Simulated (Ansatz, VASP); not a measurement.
## One calculation of GaN, two programs

```xyz
2
Lattice="0.0000 2.3968 1.6946 2.3968 0.0000 1.6946 2.3968 2.3968 0.0000" Properties=species:S:1:pos:R:3 pbc="T T T"
Ga    0.0000    0.0000    0.0000
N     2.3968    2.3968    1.6946
```

Alike in both runs: task single point; functional r2SCAN; k mesh 12 × 12 × 12; occupations gaussian, width 0.05 eV; no spin polarisation.

|  | VASP | Ansatz |
| --- | --- | --- |
| version | VASP 6.6.1 | Ansatz 0.2.0 |
| potentials or method | VASP PAW PBE potentials, release 64 (Ga_d, N), cutoff 520 eV | scalar-relativistic, plane waves, PAW |
| valence electrons in the cell | 18 | 18 |

Ansatz gave:

* gap on the k mesh at the Fermi level (eV): 2.22
* least direct gap on the mesh (eV): 3.47

Question: What did VASP give for the same quantities?

Answer: gap on the k mesh at the Fermi level (eV): 2.19; least direct gap on the mesh (eV): 3.50.

VASP's potentials were made for PBE, not for r2SCAN. With one functional, cell and mesh, what is left measures potentials, basis and numerics.
